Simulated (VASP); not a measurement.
# Cs2Cl3 (P-3m1) in VASP: further runs

The runs below take Cs2Cl3 through single point, with PBE.

Program: VASP 6.6.1. These are calculated values, not measurements. Logs are shortened: lines on timing, memory, paths and dates and some standing lists are left out, and cuts for length are marked.

### Step 1. The cell of the first run

Symmetry: P-3m1, No. 164, trigonal system. The conventional cell has a = 5.992 Å, b = 5.992 Å, c = 7.052 Å, α = 90.00°, β = 90.00°, γ = 120.00°. Within 4.7 Å of Cs (site symmetry 3m) lie 8 Cl at 3.49 to 3.80 Å and 3 Cs at 4.66 Å. Cl (site symmetry -3m) has 6 Cs at 3.80 Å and 6 Cl at 3.99 Å within 5.0 Å. Cl (site symmetry 3m) has 5 Cs at 3.49 to 3.56 Å and 6 Cl at 3.99 to 4.62 Å within 4.7 Å.

### Step 2. Single point, PBE

File INCAR:

```
SYSTEM = Cs2Cl3
PREC = Accurate
ENCUT = 520
EDIFF = 1E-6
ISMEAR = 0
SIGMA = 0.1
LREAL = .FALSE.
LASPH = .TRUE.
NELM = 80
ALGO = Normal
ISIF = 2
LWAVE = .FALSE.
LCHARG = .TRUE.
GGA = PE
LELF = .TRUE.
LVHAR = .TRUE.
NBANDS = 28
```

File KPOINTS:

```
regular mesh
0
G
  6 6 4
  0 0 0
```

File POSCAR:

```
Cs2Cl3
1.0
    5.9915913752      0.0000000000      0.0000000000
   -2.9957956876      5.1888703400      0.0000000000
    0.0000000000      0.0000000000      7.0519196653
Cs Cl
2 3
Direct
    0.3333333333      0.6666666667      0.2216042971
    0.6666666667      0.3333333333      0.7783957029
    0.0000000000      0.0000000000      0.0000000000
    0.3333333333      0.6666666667      0.7171123963
    0.6666666667      0.3333333333      0.2828876037
```

Potentials or basis: VASP PAW PBE potentials, release 64 (Cs_sv, Cl).

Launch:

```console
> cat potpaw_PBE.64/Cs_sv/POTCAR potpaw_PBE.64/Cl/POTCAR > POTCAR
> mpirun -np 1 vasp_std > vasp.out
```

OUTCAR:

```text
SYSTEM = Cs2Cl3
   PREC = Accurate
   ENCUT = 520
   EDIFF = 1E-6
   ISMEAR = 0
   LREAL = .FALSE.
   LASPH = .TRUE.
   NELM = 80
   ISIF = 2
   GGA = PE

 ion  position               nearest neighbor table
   1  0.333  0.667  0.222-
   2  0.667  0.333  0.778-
   3  0.000  0.000  0.000-
   4  0.333  0.667  0.717-
   5  0.667  0.333  0.283-

  LATTYP: Found a hexagonal cell.
 ALAT       =     5.9915913752
 C/A-ratio  =     1.1769693932

  Lattice vectors:

 A1 = (   5.9915913752,   0.0000000000,   0.0000000000)
 A2 = (  -2.9957956876,   5.1888703400,   0.0000000000)
 A3 = (   0.0000000000,   0.0000000000,   7.0519196653)

Analysis of symmetry for initial positions (statically):
=====================================================================
 Subroutine PRICEL returns:
 Original cell was already a primitive cell.

 Routine SETGRP: Setting up the symmetry group for a
 hexagonal supercell.

 Subroutine GETGRP returns: Found 12 space group operations
 (whereof 12 operations were pure point group operations)
 out of a pool of 24 trial point group operations.

The static configuration has the point symmetry D_3d.

Analysis of symmetry for dynamics (positions and initial velocities):
=====================================================================
 Subroutine PRICEL returns:
 Original cell was already a primitive cell.

 Routine SETGRP: Setting up the symmetry group for a
 hexagonal supercell.

 Subroutine GETGRP returns: Found 12 space group operations
 (whereof 12 operations were pure point group operations)
 out of a pool of 24 trial point group operations.

The dynamic configuration has the point symmetry D_3d.

 Subroutine INISYM returns: Found 12 space group operations
 (whereof 12 operations are pure point group operations),
 and found     1 'primitive' translations

----------------------------------------------------------------------------------------

                                     Primitive cell

  volume of cell :     219.2413

  direct lattice vectors                    reciprocal lattice vectors
     5.991591375  0.000000000  0.000000000     0.166900567  0.096360088  0.000000000
    -2.995795688  5.188870340  0.000000000     0.000000000  0.192720175  0.000000000
     0.000000000  0.000000000  7.051919665     0.000000000  0.000000000  0.141805359

  length of vectors
     5.991591375  5.991591375  7.051919665     0.192720175  0.192720175  0.141805359

  position of ions in fractional coordinates (direct lattice)
     0.333333333  0.666666667  0.221604297
     0.666666667  0.333333333  0.778395703
     0.000000000  0.000000000  0.000000000
     0.333333333  0.666666667  0.717112396
     0.666666667  0.333333333  0.282887604

  ion indices of the primitive-cell ions
   primitive index   ion index
                 1           1
                 2           2
                 3           3
                 4           4
                 5           5

----------------------------------------------------------------------------------------

 KPOINTS: regular mesh

Automatic generation of k-mesh.
 Grid dimensions read from file:
 generate k-points for:    6    6    4

 Generating k-lattice:

  Cartesian coordinates                     Fractional coordinates (reciprocal lattice)
     0.027816761  0.016060015  0.000000000     0.166666667 -0.000000000  0.000000000
     0.000000000  0.032120029  0.000000000     0.000000000  0.166666667  0.000000000
     0.000000000  0.000000000  0.035451340     0.000000000  0.000000000  0.250000000

  Length of vectors
     0.032120029  0.032120029  0.035451340

  Shift w.r.t. Gamma in fractional coordinates (k-lattice)
     0.000000000  0.000000000  0.000000000

 Subroutine IBZKPT returns following result:
 ===========================================

 Found     24 irreducible k-points:

 Following reciprocal coordinates:
            Coordinates               Weight
  0.000000  0.000000  0.000000      1.000000
  0.166667 -0.000000  0.000000      6.000000
  0.333333  0.000000  0.000000      6.000000
  0.500000 -0.000000  0.000000      3.000000
  0.166667  0.166667  0.000000      6.000000
  0.333333  0.166667  0.000000     12.000000
[... 16 lines left out ...]
  0.333333  0.166667  0.500000     12.000000
  0.333333  0.333333  0.500000      2.000000
   k-points           NKPTS =     24   k-points in BZ     NKDIM =     24   number of bands    NBANDS=     28
   number of dos      NEDOS =    301   number of ions     NIONS =      5
   total plane-waves  NPLWV = 124416
   dimension x,y,z NGX =    48 NGY =   48 NGZ =   54
   dimension x,y,z NGXF=    96 NGYF=   96 NGZF=  108
   ions per type =               2   3
   NGX,Y,Z   is equivalent  to a cutoff of  13.32, 13.32, 12.73 a.u.
   NGXF,Y,Z  is equivalent  to a cutoff of  26.64, 26.64, 25.46 a.u.
 SYSTEM =  Cs2Cl3
   PREC   = accura    normal or accurate (medium, high low for compatibility)
   ISTART =      0    job   : 0-new  1-cont  2-samecut
   ICHARG =      2    charge: 1-file 2-atom 10-const
   ISPIN  =      1    spin polarized calculation?
   LNONCOLLINEAR =      F non collinear calculations
   LSORBIT =      F    spin-orbit coupling
   LASPH  =      T    aspherical Exc in radial PAW
   ENCUT  =  520.0 eV  38.22 Ry    6.18 a.u.  11.14 11.14 13.11*2*pi/ulx,y,z
   NELM   =     80;   NELMIN=  2; NELMDL= -5     # of ELM steps
   EDIFF  = 0.1E-05   stopping-criterion for ELM
   LREAL  =      F    real-space projection
   EDIFFG = 0.1E-04   stopping-criterion for IOM
   NSW    =      0    number of steps for IOM
   IBRION =     -1    ionic relax: 0-MD 1-quasi-New 2-CG
   NFREE  =      0    steps in history (QN), initial steepest desc. (CG)
   ISIF   =      2    stress and relaxation
   ISYM   =      2    0-nonsym 1-usesym 2-fastsym
   POTIM  = 0.5000    time-step for ionic-motion
   TEBEG  =    0.0;   TEEND  =   0.0 temperature during run
   PSTRESS=    0.0 pullay stress
   NELECT =      39.0000    total number of electrons
   NUPDOWN=      -1.0000    fix difference up-down
   EMIN   =  10.00;   EMAX   =-10.00  energy-range for DOS
   EFERMI =   0.00;   METHOD = LEGACY
   ISMEAR =     0;   SIGMA  =   0.10  broadening in eV -4-tet -1-fermi 0-gaus
   EFERMI_NEDOS =   21; number of points for ismear=-14 and -15
   IALGO  =     38    algorithm
   IMIX   =      4    mixing-type and parameters
     AMIX     =   0.40;   BMIX     =  1.00
     AMIX_MAG =   1.60;   BMIX_MAG =  1.00
  volume/ion in A,a.u.               =      43.85       295.90
  Fermi-wavevector in a.u.,A,eV,Ry     =   0.920709  1.739887 11.533720  0.847705
  Thomas-Fermi vector in A             =   2.046044
   LORBIT       =      0    0 simple, 1 ext, 2 COOP (PROOUT), +10 PAW based schemes
   GGA     = PE    functional components
   LHFCALC =     F    Hartree Fock is set to
   AEXX    =    0.0000 exact exchange contribution
   IVDW    =     0    specifies the selected vdW correction
   LEPSILON=     F    determine dielectric tensor
   LRPA    =     F    only Hartree local field effects (RPA)
 non-spin polarized calculation
 Gauss-broadening in eV      SIGMA  =   0.10
  energy-cutoff  :      520.00
  volume of cell :      219.24
 maximum number of plane-waves:      5925
 NGX is ok and might be reduce to    48
   NGX = 23   NGY = 23   NGZ = 27

 number of electron      38.9999996 magnetization

 Free energy of the ion-electron system (eV)
  ---------------------------------------------------
  ext. energy  EPLUGINS =         0.00000000
  ---------------------------------------------------
  free energy    TOTEN  =       -14.20199055 eV

  energy without entropy =      -14.10834269  energy(sigma->0) =      -14.15516662

 E-fermi :  -2.1913     XC(G=0):  -6.9441

 val. band max:       -2.1995021431   @ k =   0.0000   0.0000   0.0000
 cond. band min:      -2.1849963439   @ k =   0.5000  -0.0000   0.0000
 fundamental gap:      0.0145057993
 Fermi energy:        -2.1912721546

 k-point     1 :       0.0000    0.0000    0.0000
  band No.  band energies     occupation
      1     -20.9031      2.00000
      2     -20.8626      2.00000
      3     -14.4653      2.00000
      4     -14.3352      2.00000
      5     -14.2898      2.00000
      6      -7.9594      2.00000
[... 20 lines left out ...]
     27       6.5574      0.00000
     28       6.9940      0.00000

 k-point     2 :       0.1667   -0.0000    0.0000
  band No.  band energies     occupation
      1     -20.8997      2.00000
      2     -20.8640      2.00000
      3     -14.4624      2.00000
      4     -14.3414      2.00000
      5     -14.3003      2.00000
      6      -7.9506      2.00000
[... 20 lines left out ...]
     27       6.5186      0.00000
     28       6.6598      0.00000

 k-point     3 :       0.3333    0.0000    0.0000
  band No.  band energies     occupation
      1     -20.8914      2.00000
      2     -20.8683      2.00000
      3     -14.4518      2.00000
      4     -14.3540      2.00000
      5     -14.3260      2.00000
      6      -7.9272      2.00000
[... 20 lines left out ...]
     27       6.6637      0.00000
     28       6.6728      0.00000

 k-point     4 :       0.5000   -0.0000    0.0000
  band No.  band energies     occupation
      1     -20.8854      2.00000
      2     -20.8723      2.00000
      3     -14.4423      2.00000
      4     -14.3614      2.00000
      5     -14.3421      2.00000
      6      -7.9088      2.00000
[... 578 lines left out ...]
     27       6.2878      0.00000
     28       6.5437      0.00000

 k-point    23 :       0.3333    0.1667    0.5000
  band No.  band energies     occupation
      1     -20.8814      2.00000
      2     -20.8747      2.00000
      3     -14.4441      2.00000
      4     -14.3781      2.00000
      5     -14.3530      2.00000
      6      -7.8222      2.00000
[... 20 lines left out ...]
     27       6.2886      0.00000
     28       6.4867      0.00000

 k-point    24 :       0.3333    0.3333    0.5000
  band No.  band energies     occupation
      1     -20.8775      2.00000
      2     -20.8775      2.00000
      3     -14.4260      2.00000
      4     -14.3783      2.00000
      5     -14.3783      2.00000
      6      -7.8079      2.00000
[... 20 lines left out ...]
     27       6.2263      0.00000
     28       6.5280      0.00000

------------------------ aborting loop because EDIFF is reached ----------------------------------------

  FORCE on cell =-STRESS in cart. coord.  units (eV):
  Direction    XX          YY          ZZ          XY          YZ          ZX
  --------------------------------------------------------------------------------------
  -------------------------------------------------------------------------------------
  Total       -0.0489279     -0.0489279      0.3678287      0.0000000      0.0000000      0.0000000
  in kB       -0.3575568     -0.3575568      2.6880284      0.0000000      0.0000000      0.0000000
  external PRESSURE =       0.6576382 kB  Pullay stress =       0.0000000 kB

 VOLUME and BASIS-vectors are now :
 -----------------------------------------------------------------------------
  energy-cutoff  :      520.00
  volume of cell :      219.24
      direct lattice vectors                 reciprocal lattice vectors
     5.991591375  0.000000000  0.000000000     0.166900567  0.096360088  0.000000000
    -2.995795688  5.188870340  0.000000000     0.000000000  0.192720175  0.000000000
     0.000000000  0.000000000  7.051919665     0.000000000  0.000000000  0.141805359

 POSITION                                       TOTAL-FORCE (eV/Angst)
 -----------------------------------------------------------------------------------
     -0.00000      3.45925      1.56274         0.000000     -0.000000     -0.005162
      2.99580      1.72962      5.48918         0.000000      0.000000      0.005162
      0.00000      0.00000      0.00000         0.000000      0.000000     -0.000000
     -0.00000      3.45925      5.05702        -0.000000      0.000000      0.018676
      2.99580      1.72962      1.99490         0.000000     -0.000000     -0.018676
 -----------------------------------------------------------------------------------
    total drift:                               -0.000000      0.000000     -0.000000

  FREE ENERGIE OF THE ION-ELECTRON SYSTEM (eV)
  ---------------------------------------------------
  free  energy   TOTEN  =       -14.2019905485 eV

  energy  without entropy=      -14.1083426866  energy(sigma->0) =      -14.15516662
```

It took 4 min on 1 thread of Intel Xeon Platinum 8375C at 2.90GHz (Ice Lake), shared host; peak memory 0.39 GiB.

What came out:

```yaml
Free_energy: -14.2020 eV
Pressure: 0.1 GPa
Largest_force: 0.019 eV/Å
Band_gap_on_the_k_mesh: zero (an odd number of electrons rules out a gap without spin polarisation)
```

Forces in eV/Å, atoms in the order of the input:
```
Cs   0.000  0.000 -0.005
Cs   0.000  0.000  0.005
Cl   0.000  0.000  0.000
Cl   0.000  0.000  0.019
Cl   0.000  0.000 -0.019
```

Stress tensor (GPa, compression positive):
```
-0.04  0.00  0.00
 0.00 -0.04  0.00
 0.00  0.00  0.27
```

Caveat: spin-orbit coupling is left out, which moves the levels of the heavy elements; an odd number of electrons without spin polarisation forces a metal; a magnetic or distorted state may lie lower.

### Step 3. Single point, PBE

This run uses another cell than the first one, of 32.38 Å³/atom.

File INCAR:

```
ALGO = Normal
EDIFF = 1E-6
ENCUT = 520
GGA = PE
ISIF = 2
ISMEAR = 0
LASPH = T
LCHARG = T
LELF = T
LREAL = F
LVHAR = T
LWAVE = F
NBANDS = 28
NELM = 100
PREC = Accurate
SIGMA = 0.1
```

File KPOINTS:

```
k-points
0
Gamma
  6 6 4
```

File POSCAR:

```
Cs2Cl3
1.0
    5.3698026823      0.0000000000      0.0000000000
   -2.6849013411      4.6503855362      0.0000000000
    0.0000000000      0.0000000000      6.4835415351
Cs Cl
2 3
Direct
    0.3333333333      0.6666666667      0.1380000000
    0.6666666667      0.3333333333      0.8620000000
    0.0000000000      0.0000000000      0.0000000000
    0.3333333333      0.6666666667      0.6250000000
    0.6666666667      0.3333333333      0.3750000000
```

Potentials or basis: VASP PAW PBE potentials, release 64 (Cs_sv, Cl).

Launch:

```console
> cat potpaw_PBE.64/Cs_sv/POTCAR potpaw_PBE.64/Cl/POTCAR > POTCAR
> mpirun -np 1 vasp_std > vasp.out
```

OUTCAR:

```text
EDIFF = 1E-6
   ENCUT = 520
   GGA = PE
   ISIF = 2
   ISMEAR = 0
   LASPH = T
   LREAL = F
   NELM = 100
   PREC = Accurate

 ion  position               nearest neighbor table
   1  0.333  0.667  0.138-
   2  0.667  0.333  0.862-
   3  0.000  0.000  0.000-
   4  0.333  0.667  0.625-
   5  0.667  0.333  0.375-

  LATTYP: Found a hexagonal cell.
[... 940 lines left out ...]

  FORCE on cell =-STRESS in cart. coord.  units (eV):
  Direction    XX          YY          ZZ          XY          YZ          ZX
  --------------------------------------------------------------------------------------
  -------------------------------------------------------------------------------------
  Total        5.4424039      5.4424039      5.4942839      0.0000000      0.0000000     -0.0000000
  in kB       53.8569516     53.8569516     54.3703456      0.0000000      0.0000000     -0.0000000
  external PRESSURE =      54.0280829 kB  Pullay stress =       0.0000000 kB

 VOLUME and BASIS-vectors are now :
 -----------------------------------------------------------------------------
  energy-cutoff  :      520.00
  volume of cell :      161.90
      direct lattice vectors                 reciprocal lattice vectors
     5.369802682  0.000000000  0.000000000     0.186226582  0.107517967  0.000000000
    -2.684901341  4.650385536  0.000000000     0.000000000  0.215035935  0.000000000
     0.000000000  0.000000000  6.483541535     0.000000000  0.000000000  0.154236692

 POSITION                                       TOTAL-FORCE (eV/Angst)
 -----------------------------------------------------------------------------------
     -0.00000      3.10026      0.89473        -0.000000     -0.000000      0.756261
      2.68490      1.55013      5.58881         0.000000      0.000000     -0.756261
      0.00000      0.00000      0.00000        -0.000000      0.000000      0.000000
     -0.00000      3.10026      4.05221         0.000000     -0.000000      0.155981
      2.68490      1.55013      2.43133        -0.000000      0.000000     -0.155981
 -----------------------------------------------------------------------------------
    total drift:                                0.000000     -0.000000     -0.000000

  FREE ENERGIE OF THE ION-ELECTRON SYSTEM (eV)
  ---------------------------------------------------
  free  energy   TOTEN  =       -13.1080688345 eV

  energy  without entropy=      -13.0410354812  energy(sigma->0) =      -13.07455216
```

stdout:

```text
POSCAR found type information on POSCAR CsCl
 POSCAR found :  2 types and       5 ions
 scaLAPACK will be used
 LDA part: xc-table for (Slater+PW92), standard interpolation
 POSCAR, INCAR and KPOINTS ok, starting setup
 FFT: planning ... GRIDC
 FFT: planning ... GRID_SOFT
 FFT: planning ... GRID
 WAVECAR not read
 entering main loop
```

Wall time 2.1 min (1 thread of Intel Xeon Platinum 8375C at 2.90GHz (Ice Lake), shared host); peak memory 0.29 GiB.

What came out:

```
Free energy            : -13.1081 eV
Pressure               : 5.4 GPa
Largest force          : 0.756 eV/Å
Band gap on the k mesh : zero (an odd number of electrons rules out a gap without spin polarisation)
```

Forces on the atoms (eV/Å):
```
Cs   0.000  0.000  0.756
Cs   0.000  0.000 -0.756
Cl   0.000  0.000  0.000
Cl   0.000  0.000  0.156
Cl   0.000  0.000 -0.156
```

Caveat: the cell stands under pressure; spin-orbit coupling is left out, which moves the levels of the heavy elements; an odd number of electrons without spin polarisation forces a metal; a magnetic or distorted state may lie lower.
